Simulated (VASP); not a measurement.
# Hf2TaN2 (R-3m) in VASP: notebook, part 2 of 2

VASP 6.6.1. Earlier steps stand in the parts before.

## Step 4: Relaxation of cell and atoms, PBE

This run uses another cell than the first one, of 15.84 Å³/atom.

INCAR reads:

```
PREC     = Accurate       # precision mode
ENCUT    = 600            # plane-wave cutoff, eV
EDIFF    = 1E-6           # SCF threshold, eV
ISMEAR   = 0              # smearing method
SIGMA    = 0.1            # smearing width, eV
LREAL    = False          # projectors in reciprocal space
LASPH    = True           # aspherical terms in the spheres
NELM     = 100            # most SCF steps
ALGO     = Normal         # electronic algorithm
ISIF     = 3              # what is computed and relaxed
LWAVE    = False          # write WAVECAR
LCHARG   = False          # write CHGCAR
GGA      = PE             # functional
IBRION   = 2              # ionic algorithm
NSW      = 90             # ionic steps
EDIFFG   = -0.04          # ionic threshold
```

KPOINTS reads:

```
regular mesh
0
Gamma
  6 6 6
```

POSCAR reads:

```
Hf2TaN2
1.0
    2.1010188100      1.2130237800      5.1802643900
   -2.1010188100      1.2130237800      5.1802643900
    0.0000000000     -2.4260475500      5.1802643900
Hf Ta N
2 1 2
Direct
    0.5851254700      0.5851254700      0.5851254700
    0.4148745300      0.4148745300      0.4148745300
    0.0000000000      0.0000000000      0.0000000000
    0.7023445700      0.7023445700      0.7023445700
    0.2976554300      0.2976554300      0.2976554300
```

The run is started by

```console
$ cat potpaw_PBE.64/Hf_pv/POTCAR potpaw_PBE.64/Ta_pv/POTCAR potpaw_PBE.64/N/POTCAR > POTCAR
$ mpirun -np 1 vasp_std > vasp.out
```

Wall time 13 min (1 thread of Intel Xeon 6975P-C (Granite Rapids), shared host); peak memory 0.42 GiB.

The run converged. Its results:

```
Free energy                           : -52.5749 eV
Relaxed volume                        : 14.08 Å³/atom
Relaxed cell                          : a = 7.775 Å, b = 7.775 Å, c = 7.775 Å, α = 24.38°, β = 24.38°, γ = 24.38°
Space group after relaxing (to 0.1 Å) : R-3m (No. 166)
Energy gained by relaxing             : 1525.7 meV/atom
Ionic steps                           : 19
Pressure after relaxing               : 0.0 GPa
Largest force after relaxing          : 0.034 eV/Å
Band gap on the k mesh                : zero (an odd number of electrons rules out a gap without spin polarisation)
```

Forces on the atoms (eV/Å):
```
Hf   0.000  0.000  0.034
Hf   0.000  0.000 -0.034
Ta   0.000  0.000  0.000
N    0.000  0.000  0.011
N    0.000  0.000 -0.011
```

Stress tensor (GPa, compression positive):
```
-0.07  0.00  0.00
 0.00 -0.07  0.00
 0.00  0.00  0.07
```

The path:
| step | energy change (eV) | largest force (eV/Å) | pressure (GPa) | volume (Å³) |
| --- | --- | --- | --- | --- |
| 1 | 0.0000 | 5.1770 | 16.12 | 79.21 |
| 2 | -2.4868 | 1.8259 | -26.32 | 95.62 |
| 3 | -2.1866 | 2.9261 | -17.01 | 88.06 |
| 4 | -4.7329 | 4.9690 | 22.37 | 71.77 |
| 5 | -4.8519 | 3.7813 | 13.04 | 73.90 |
| 6 | -6.4915 | 3.4986 | 12.70 | 72.97 |
| 7 | -6.4886 | 3.5076 | 12.81 | 72.92 |
| 8 | -6.4490 | 0.7619 | -22.58 | 83.31 |
| 9 | -6.9076 | 1.4128 | -7.49 | 77.70 |
| 10 | -7.3116 | 0.9507 | -5.79 | 74.82 |
| 11 | -7.5293 | 0.8923 | -0.55 | 70.65 |
| 12 | -7.5378 | 0.9125 | -1.86 | 71.48 |
| 13 | -7.5387 | 0.9089 | -1.56 | 71.27 |
| 14 | -7.6067 | 0.3697 | 3.19 | 69.56 |
| 15 | -7.6069 | 0.3337 | 3.52 | 69.45 |
| 16 | -7.6098 | 0.2103 | -3.25 | 71.28 |
| 17 | -7.6260 | 0.0942 | -0.11 | 70.39 |
| 18 | -7.6281 | 0.0410 | -0.06 | 70.40 |
| 19 | -7.6284 | 0.0344 | -0.02 | 70.41 |

Final structure:
```yaml
crystal:
  lattice:
    - [1.64188, 0.94794, 7.54016]
    - [-1.64188, 0.94794, 7.54016]
    - [0.00000, -1.89589, 7.54016]
  atoms:
    - { symbol: Hf, position: [0.56487, 0.56487, 0.56487] }
    - { symbol: Hf, position: [0.43513, 0.43513, 0.43513] }
    - { symbol: Ta, position: [0.00000, 0.00000, 0.00000] }
    - { symbol: N, position: [0.72215, 0.72215, 0.72215] }
    - { symbol: N, position: [0.27785, 0.27785, 0.27785] }
```

Levels at points of the mesh, in eV from the Fermi level:
| k point | band 17 | band 18 | band 19 | band 20 | band 21 | band 22 | band 23 | band 24 |
| --- | --- | --- | --- | --- | --- | --- | --- | --- |
| (0.00, 0.00, 0.00) | -5.23 | -3.52 | -1.37 | -1.37 | -0.51 | 1.19 | 1.57 | 1.83 |
| (0.50, 0.00, 0.00) | -5.18 | -3.72 | -1.66 | -0.41 | 0.26 | 1.49 | 1.62 | 2.85 |
| (0.50, 0.50, 0.00) | -5.25 | -3.86 | -1.69 | -0.17 | 0.60 | 1.65 | 1.85 | 2.05 |
| (0.50, 0.50, 0.50) | -5.23 | -2.85 | -1.41 | -1.41 | -0.46 | 0.47 | 1.04 | 1.92 |

Caveat: a cell axis changed by over 15 % at a fixed basis, so the end point is rough; spin-orbit coupling is left out, which moves the levels of the heavy elements.

## Step 5: Single point, PBE

This run uses another cell than the first one, of 13.98 Å³/atom.

INCAR reads:

```
SYSTEM = Hf2TaN2
PREC = Accurate
ENCUT = 520
EDIFF = 1E-6
ISMEAR = 0
SIGMA = 0.1
LREAL = .FALSE.
LASPH = .TRUE.
NELM = 60
ALGO = Normal
ISIF = 2
LWAVE = .FALSE.
LCHARG = .TRUE.
GGA = PE
LELF = .TRUE.
LVHAR = .TRUE.
NBANDS = 28
```

KPOINTS reads:

```
Automatic mesh
0
G
  12 12 12
  0 0 0
```

POSCAR reads:

```
Hf2TaN2
1.0
    1.5646201390      0.9033338584      8.2456218291
   -1.5646201390      0.9033338584      8.2456218291
    0.0000000000     -1.8066677168      8.2456218291
Hf Ta N
2 1 2
Direct
    0.5615533244      0.5615533244      0.5615533244
    0.4384466756      0.4384466756      0.4384466756
    0.0000000000      0.0000000000      0.0000000000
    0.7173140466      0.7173140466      0.7173140466
    0.2826859534      0.2826859534      0.2826859534
```

Potentials or basis: VASP PAW PBE potentials, release 64 (Hf_pv, Ta_pv, N).

The run is started by

```console
$ cat potpaw_PBE.64/Hf_pv/POTCAR potpaw_PBE.64/Ta_pv/POTCAR potpaw_PBE.64/N/POTCAR > POTCAR
$ mpirun -np 1 vasp_std > vasp.out
```

OUTCAR:

```text
SYSTEM = Hf2TaN2
   PREC = Accurate
   ENCUT = 520
   EDIFF = 1E-6
   ISMEAR = 0
   LREAL = .FALSE.
   LASPH = .TRUE.
   NELM = 60
   ISIF = 2
   GGA = PE

 ion  position               nearest neighbor table
   1  0.562  0.562  0.562-   5 2.25   5 2.25   5 2.25   2 3.05   3 3.17   3 3.17   3 3.17
   2  0.438  0.438  0.438-   4 2.25   4 2.25   4 2.25   1 3.05   3 3.17   3 3.17   3 3.17
   3  0.000  0.000  0.000-   4 2.20   5 2.20   4 2.20   4 2.20   5 2.20   5 2.20   2 3.17   1 3.17
                             2 3.17   1 3.17   2 3.17   1 3.17
   4  0.717  0.717  0.717-   3 2.20   3 2.20   3 2.20   2 2.25   2 2.25   2 2.25
   5  0.283  0.283  0.283-   3 2.20   3 2.20   3 2.20   1 2.25   1 2.25   1 2.25

  LATTYP: Found a trigonal (rhomboedric) cell.
 ALAT       =     8.4412278483
 COS(alpha) =     0.9312873684

  Lattice vectors:

 A1 = (   1.5646201390,   0.9033338584,   8.2456218291)
 A2 = (  -1.5646201390,   0.9033338584,   8.2456218291)
 A3 = (   0.0000000000,  -1.8066677168,   8.2456218291)

Analysis of symmetry for initial positions (statically):
=====================================================================
 Subroutine PRICEL returns:
[... 181 lines left out ...]
 fundamental gap:      0.0026041792
 Fermi energy:         7.0521898411

 k-point     1 :       0.0000    0.0000    0.0000
  band No.  band energies     occupation
      1     -29.0479      2.00000
      2     -28.7518      2.00000
      3     -28.7518      2.00000
      4     -24.3805      2.00000
      5     -24.0444      2.00000
      6     -23.6434      2.00000
[... 733 lines left out ...]
     27      11.5264      0.00000
     28      11.9706      0.00000

 [... further k-points ...]

------------------------ aborting loop because EDIFF is reached ----------------------------------------

  FORCE on cell =-STRESS in cart. coord.  units (eV):
  Direction    XX          YY          ZZ          XY          YZ          ZX
  --------------------------------------------------------------------------------------
  -------------------------------------------------------------------------------------
  Total       -0.3027588     -0.3027588     -0.2593113      0.0000000      0.0000000      0.0000000
  in kB       -6.9370600     -6.9370600     -5.9415560      0.0000000      0.0000000      0.0000000
  external PRESSURE =      -6.6052253 kB  Pullay stress =       0.0000000 kB

 VOLUME and BASIS-vectors are now :
 -----------------------------------------------------------------------------
  energy-cutoff  :      520.00
  volume of cell :       69.92
      direct lattice vectors                 reciprocal lattice vectors
     1.564620139  0.903333858  8.245621829     0.319566384  0.184501738  0.040425494
    -1.564620139  0.903333858  8.245621829    -0.319566384  0.184501738  0.040425494
     0.000000000 -1.806667717  8.245621829     0.000000000 -0.369003476  0.040425494

 POSITION                                       TOTAL-FORCE (eV/Angst)
 -----------------------------------------------------------------------------------
      0.00000      0.00000     13.89107         0.000000      0.000000      0.106105
      0.00000      0.00000     10.84580         0.000000     -0.000000     -0.106105
      0.00000      0.00000      0.00000         0.000000      0.000000     -0.000000
      0.00000      0.00000     17.74410         0.000000      0.000000      0.132654
      0.00000      0.00000      6.99276         0.000000      0.000000     -0.132654
 -----------------------------------------------------------------------------------
    total drift:                               -0.000000     -0.000000      0.000000

  FREE ENERGIE OF THE ION-ELECTRON SYSTEM (eV)
  ---------------------------------------------------
  free  energy   TOTEN  =       -52.8585170226 eV

  energy  without entropy=      -52.8394588001  energy(sigma->0) =      -52.84898791
```

Wall time 18 min (1 thread of Intel Xeon 6975P-C (Granite Rapids), shared host); peak memory 0.77 GiB.

What came out:

```
Free energy            : -52.8585 eV
Pressure               : -0.7 GPa
Largest force          : 0.133 eV/Å
Band gap on the k mesh : zero (an odd number of electrons rules out a gap without spin polarisation)
```

Forces in eV/Å, atoms in the order of the input:
```
Hf   0.000  0.000  0.106
Hf   0.000  0.000 -0.106
Ta   0.000  0.000  0.000
N    0.000  0.000  0.133
N    0.000  0.000 -0.133
```

Caveat: spin-orbit coupling is left out, which moves the levels of the heavy elements.

## Step 6: Single point, PBE, collinear spin

INCAR reads:

```
SYSTEM = Hf2TaN2
PREC = Accurate
ENCUT = 520
EDIFF = 1E-6
ISMEAR = 0
SIGMA = 0.1
LREAL = .FALSE.
LASPH = .TRUE.
NELM = 150
ALGO = Normal
ISIF = 2
LWAVE = .FALSE.
LCHARG = .TRUE.
ISPIN = 2
MAGMOM = 0 0 1 0 0
LORBIT = 11
LMAXMIX = 4
GGA = PE
LELF = .TRUE.
LVHAR = .TRUE.
NBANDS = 32
```

KPOINTS reads:

```
Automatic mesh
0
G
  6 6 6
  0 0 0
```

POSCAR reads:

```
Hf2TaN2
1.0
    1.6325434308      0.9425493893      7.7085122002
   -1.6325434308      0.9425493893      7.7085122002
    0.0000000000     -1.8850987785      7.7085122002
Hf Ta N
2 1 2
Direct
    0.5647229736      0.5647229736      0.5647229736
    0.4352770264      0.4352770264      0.4352770264
    0.0000000000      0.0000000000      0.0000000000
    0.7212988215      0.7212988215      0.7212988215
    0.2787011785      0.2787011785      0.2787011785
```

Potentials or basis: VASP PAW PBE potentials, release 64 (Hf_pv, Ta_pv, N).

The run is started by

```console
$ cat potpaw_PBE.64/Hf_pv/POTCAR potpaw_PBE.64/Ta_pv/POTCAR potpaw_PBE.64/N/POTCAR > POTCAR
$ mpirun -np 1 vasp_std > vasp.out
```

OUTCAR:

```text
SYSTEM = Hf2TaN2
   PREC = Accurate
   ENCUT = 520
   EDIFF = 1E-6
   ISMEAR = 0
   LREAL = .FALSE.
   LASPH = .TRUE.
   NELM = 150
   ISIF = 2
   ISPIN = 2
   LORBIT = 11
   GGA = PE

 ion  position               nearest neighbor table
   1  0.565  0.565  0.565-   5 2.18   5 2.18   5 2.18   2 2.99   3 3.02   3 3.02   3 3.02
   2  0.435  0.435  0.435-   4 2.18   4 2.18   4 2.18   1 2.99   3 3.02   3 3.02   3 3.02
   3  0.000  0.000  0.000-   4 2.27   4 2.27   5 2.27   5 2.27   4 2.27   5 2.27   2 3.02   1 3.02
                             2 3.02   1 3.02   2 3.02   1 3.02
   4  0.721  0.721  0.721-   2 2.18   2 2.18   2 2.18   3 2.27   3 2.27   3 2.27
   5  0.279  0.279  0.279-   1 2.18   1 2.18   1 2.18   3 2.27   3 2.27   3 2.27

  LATTYP: Found a trigonal (rhomboedric) cell.
 ALAT       =     7.9356636613
 COS(alpha) =     0.9153566239
[... 1919 lines left out ...]
      0.00000      0.00000     13.05952         0.000000      0.000000      0.109359
      0.00000      0.00000     10.06601         0.000000     -0.000000     -0.109359
      0.00000      0.00000      0.00000         0.000000      0.000000      0.000000
      0.00000      0.00000     16.68042         0.000000      0.000000      0.135399
      0.00000      0.00000      6.44511         0.000000     -0.000000     -0.135399
 -----------------------------------------------------------------------------------
    total drift:                                0.000000     -0.000000      0.000000

  FREE ENERGIE OF THE ION-ELECTRON SYSTEM (eV)
  ---------------------------------------------------
  free  energy   TOTEN  =       -52.7716065732 eV

  energy  without entropy=      -52.7612512345  energy(sigma->0) =      -52.76642890

 total charge

# of ion       s       p       d       tot
------------------------------------------
    1        0.313   6.508   1.716   8.536
    2        0.313   6.508   1.716   8.536
    3        0.263   6.187   2.428   8.878
    4        1.238   2.502   0.000   3.739
    5        1.238   2.502   0.000   3.739
--------------------------------------------------
tot          3.364  24.205   5.860  33.429

 magnetization (x)

# of ion       s       p       d       tot
------------------------------------------
    1       -0.000  -0.000  -0.000  -0.000
    2       -0.000  -0.000  -0.000  -0.000
    3        0.000  -0.000   0.000   0.000
    4       -0.000   0.000   0.000   0.000
    5       -0.000   0.000   0.000   0.000
--------------------------------------------------
tot         -0.000  -0.000  -0.000  -0.000
```

OSZICAR:

```text
N       E                     dE             d eps       ncg     rms          rms(c)
DAV:   1     0.253784699378E+03    0.25378E+03   -0.22044E+04  4096   0.127E+03
DAV:   2    -0.431645711756E+02   -0.29695E+03   -0.28531E+03  4824   0.353E+02
DAV:   3    -0.590985183305E+02   -0.15934E+02   -0.15654E+02  5184   0.705E+01
DAV:   4    -0.593290052041E+02   -0.23049E+00   -0.22997E+00  4864   0.876E+00
DAV:   5    -0.593326111750E+02   -0.36060E-02   -0.36047E-02  5400   0.926E-01    0.762E+01
DAV:   6    -0.530533264527E+02    0.62793E+01   -0.28553E+01  5184   0.266E+01    0.490E+01
DAV:   7    -0.529825475513E+02    0.70779E-01   -0.45513E+00  4704   0.102E+01    0.184E+01
DAV:   8    -0.528225198008E+02    0.16003E+00   -0.12883E+00  5200   0.470E+00    0.309E+00
DAV:   9    -0.527813444473E+02    0.41175E-01   -0.36348E-01  5176   0.228E+00    0.183E+00
DAV:  10    -0.527726251031E+02    0.87193E-02   -0.80939E-02  4968   0.113E+00    0.956E-01
DAV:  11    -0.527717264355E+02    0.89867E-03   -0.73451E-03  5080   0.355E-01    0.209E-01
DAV:  12    -0.527716263944E+02    0.10004E-03   -0.35559E-04  4976   0.101E-01    0.125E-01
DAV:  13    -0.527716074563E+02    0.18938E-04   -0.64928E-05  5096   0.429E-02    0.515E-02
DAV:  14    -0.527716065732E+02    0.88315E-06   -0.79529E-06  5144   0.142E-02
   1 F= -.52771607E+02 E0= -.52766429E+02  d E =-.103553E-01  mag=    -0.0001
```

stdout:

```text
POSCAR found type information on POSCAR HfTaN
 POSCAR found :  3 types and       5 ions
 scaLAPACK will be used
 LDA part: xc-table for (Slater+PW92), standard interpolation
 POSCAR, INCAR and KPOINTS ok, starting setup
 FFT: planning ... GRIDC
 FFT: planning ... GRID_SOFT
 FFT: planning ... GRID
 WAVECAR not read
 entering main loop
```

Run time: 4.5 min. Hardware: 1 thread of Intel Xeon 6975P-C (Granite Rapids), shared host; peak memory 0.7 GiB.

What came out:

```yaml
Free_energy: -52.7716 eV
Pressure: -0.8 GPa
Largest_force: 0.135 eV/Å
Net_moment: 0.00 μB per cell
Valence_electrons_inside_the_program's_atomic_spheres: Hf 8.54; Ta 8.88; N 3.74
```

Forces in eV/Å, atoms in the order of the input:
```
Hf   0.000  0.000  0.109
Hf   0.000  0.000 -0.109
Ta   0.000  0.000  0.000
N    0.000  0.000  0.135
N    0.000  0.000 -0.135
```

Stress tensor (GPa, compression positive):
```
-0.86  0.00  0.00
 0.00 -0.86  0.00
 0.00  0.00 -0.69
```

Levels at points of the mesh, in eV from the Fermi level:
Spin up:
| k point | band 17 | band 18 | band 19 | band 20 | band 21 | band 22 | band 23 | band 24 | band 25 | band 26 |
| --- | --- | --- | --- | --- | --- | --- | --- | --- | --- | --- |
| (0.00, 0.00, 0.00) | -5.10 | -3.59 | -1.25 | -1.25 | -0.64 | 1.02 | 1.49 | 1.49 | 1.51 | 1.62 |
| (0.50, 0.00, 0.00) | -5.13 | -3.75 | -1.62 | -0.43 | 0.12 | 1.66 | 1.73 | 2.67 | 2.84 | 2.91 |
| (0.50, 0.50, 0.00) | -5.20 | -3.86 | -1.66 | -0.19 | 0.35 | 1.80 | 1.84 | 2.00 | 3.07 | 3.31 |
| (0.50, 0.50, 0.50) | -5.10 | -2.92 | -1.28 | -1.28 | -0.47 | 0.11 | 0.86 | 1.45 | 1.45 | 1.86 |
Spin down:
```
           k point  band 18  band 19  band 20  band 21  band 22  band 23  band 24  band 25
(0.00, 0.00, 0.00)    -3.59    -1.25    -1.25    -0.64     1.02     1.49     1.49     1.51
(0.50, 0.00, 0.00)    -3.74    -1.62    -0.43     0.12     1.66     1.73     2.67     2.84
(0.50, 0.50, 0.00)    -3.86    -1.66    -0.19     0.35     1.80     1.84     2.00     3.07
(0.50, 0.50, 0.50)    -2.92    -1.28    -1.28    -0.47     0.11     0.86     1.45     1.45
```

Caveat: the k points lie up to 0.37 Å⁻¹ apart; spin-orbit coupling is left out, which moves the levels of the heavy elements.

## Step 7: Overview

| task | spin | cell | k mesh | cutoff (eV) | gap on the mesh (eV) | pressure (GPa) | largest force (eV/Å) |
| --- | --- | --- | --- | --- | --- | --- | --- |
| single point | off | a = 7.936 Å, angles 23.7°, 5 atoms, atomic positions A | 6 × 6 × 6 | 520 | none | -0.8 | 0.14 |
| single point | off | a = 5.720 Å, angles 43.1°, 5 atoms, atomic positions B | 6 × 6 × 6 | 520 | none | 16.2 | 5.18 |
| relaxation of cell and atoms | off | relaxed from a = 5.720 Å, angles 43.1°, 5 atoms, atomic positions B | 6 × 6 × 6 | 600 | none | 0.0 | 0.03 |
| single point | off | a = 8.441 Å, angles 21.4°, 5 atoms, atomic positions C | 12 × 12 × 12 | 520 | none | -0.7 | 0.13 |
| single point | collinear | a = 7.936 Å, angles 23.7°, 5 atoms, atomic positions A | 6 × 6 × 6 | 520 | none | -0.8 | 0.14 |

Alike in all rows: level PBE; potentials or basis VASP PAW PBE potentials, release 64 (Hf_pv, Ta_pv, N); smearing gaussian 0.1 eV.

Caveats: some runs use coarse meshes; spin-orbit coupling is left out, which moves the levels of the heavy elements; the stress differs along the axes, from -9 to 66 GPa (at least some runs); forces of over 1 eV/Å act on the atoms, so gaps and moduli don't describe the material at rest (at least some runs); a cell axis changed by over 15 % at a fixed basis, so the end point is rough (at least some runs).

Total energies depend on the potentials used, so only differences within one code and one set of settings carry meaning.

The gap in the log of VASP goes by the Fermi energy; the results here count the filled bands.